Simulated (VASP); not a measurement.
# AlN: single point with PBE

The system is AlN.

```
CELL_PARAMETERS angstrom
3.11300 0.00000 0.00000
-1.55650 2.69594 0.00000
0.00000 0.00000 4.98100
ATOMIC_POSITIONS crystal
Al 0.33333 0.66667 0.00000
Al 0.66667 0.33333 0.50000
N 0.33333 0.66667 0.38000
N 0.66667 0.33333 0.88000
```

```yaml
Program: VASP 6.6.1
Task: single point
Functional: PBE
Potentials_or_basis: VASP PAW PBE potentials, release 64 (Al, N)
Cutoff: 600 eV
k_mesh: 7 × 7 × 4
Occupations: gaussian, width 0.01 eV
Spin: no spin polarisation
Dipole_correction: no
Further_INCAR_settings: ALGO = Normal; EDIFF = 1e-06; NBANDS = 16
```

* Pressure: 3.3 GPa
* Largest force: 0.129 eV/Å
* Band gap on the k mesh: 4.22 eV, direct

Forces in eV/Å, atoms in the order of the input:
```
Al   0.000  0.000 -0.129
Al   0.000  0.000 -0.129
N    0.000  0.000  0.129
N    0.000  0.000  0.129
```

Stress tensor (GPa, compression positive):
```
2.79 0.00 0.00
0.00 2.79 0.00
0.00 0.00 4.44
```

Levels at points of the mesh, in eV from the valence-band top:
| k point | band 4 | band 5 | band 6 | band 7 | band 8 | band 9 | band 10 | band 11 | band 12 | band 13 |
| --- | --- | --- | --- | --- | --- | --- | --- | --- | --- | --- |
| (0.00, 0.00, 0.00) | -0.83 | -0.83 | -0.18 | -0.18 | 0.00 | 4.22 | 6.66 | 10.61 | 11.17 | 11.17 |
| (0.00, 0.00, 0.50) | -3.32 | -0.52 | -0.52 | -0.52 | -0.52 | 6.47 | 6.47 | 10.34 | 10.34 | 11.48 |

It took 11 s on 1 thread of Intel(R) Xeon(R) 6975P-C (Granite Rapids), on a shared host, peak memory 0.17 GiB.

A hybrid or GW would open this gap; PBE tends to underestimate it.
